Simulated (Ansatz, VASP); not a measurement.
# Si in VASP and in Ansatz

```
Si
1.0
    -1.52407    1.52407    1.47882
     1.52407   -1.52407    1.47882
     1.52407    1.52407   -1.47882
Si
1
Direct
  0.00000 0.00000 0.00000
```

Alike in both runs: task single point; functional PBE; dispersion D3(BJ); k mesh 32 × 32 × 32; occupations gaussian, width 0.15 eV; no spin polarisation.

|  | VASP | Ansatz |
| --- | --- | --- |
| version | VASP 6.6.1 | Ansatz 0.2.0 |
| potentials or method | VASP PAW PBE potentials, release 64 (Si), cutoff 520 eV | scalar-relativistic, plane waves, PAW |
| valence electrons in the cell | 4 | 4 |

VASP gave:

- gap on the k mesh at the Fermi level (eV): none
- pressure (GPa): 1.2
- traceless stress, the component that is largest in VASP (GPa): -2.11

Q: What did Ansatz give for the same quantities?

A: gap on the k mesh at the Fermi level (eV): none; pressure (GPa): 1.2; traceless stress, the component that is largest in VASP (GPa): -2.10.

A gap of «none» marks a metal or a gap that the smearing closes.
